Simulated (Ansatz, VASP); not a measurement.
**Sn: VASP beside Ansatz**

File INCAR:

```
ALGO = Normal ; EDIFF = 1E-7
ENCUT = 520 ; GGA = PE
ISIF = 2 ; ISMEAR = 0
LASPH = True ; LCHARG = False
LREAL = False ; LWAVE = False
NBANDS = 21 ; NELM = 60
PREC = Accurate ; SIGMA = 0.5
```

The input KPOINTS:

```
k-points
0
Gamma
  9 9 9
```

Contents of POSCAR:

```
Sn
1.0
    0.0000000000      3.2333430000      3.2333430000
    3.2333430000      0.0000000000      3.2333430000
    3.2333430000      3.2333430000      0.0000000000
Sn
2
Direct
    0.0000000000      0.0000000000      0.0000000000
    0.2500000000      0.2500000000      0.2500000000
```

Input for Ansatz:

```yaml
crystal:
  lattice:
    - [0.0, 3.233343, 3.233343]
    - [3.233343, 0.0, 3.233343]
    - [3.233343, 3.233343, 0.0]
  atoms:
    - { symbol: Sn, position: [0.0, 0.0, 0.0] }
    - { symbol: Sn, position: [0.25, 0.25, 0.25] }
basis:
  ecutwfc: 571.4391111657479
kpoints:
  mp_grid:
    grid: [9, 9, 9]
hamiltonian:
  xc: pbe
scf:
  occupations:
    method: gaussian
    width: 0.5
output:
  stress: true
```

Alike in both runs: task single point; functional PBE; k mesh 9 × 9 × 9; occupations gaussian, width 0.5 eV; no spin polarisation.

|  | VASP | Ansatz |
| --- | --- | --- |
| version | VASP 6.6.1 | Ansatz 0.2.0 |
| potentials or method | VASP PAW PBE potentials, release 64 (Sn_d), cutoff 520 eV | plane waves, PAW |
| valence electrons in the cell | 28 | 28 |

|  | VASP | Ansatz | Ansatz less VASP |
| --- | --- | --- | --- |
| pressure (GPa) | 3.8 | 3.9 | +0.05 |

The functional is the same, so the differences come from potentials, cutoffs and numerics.
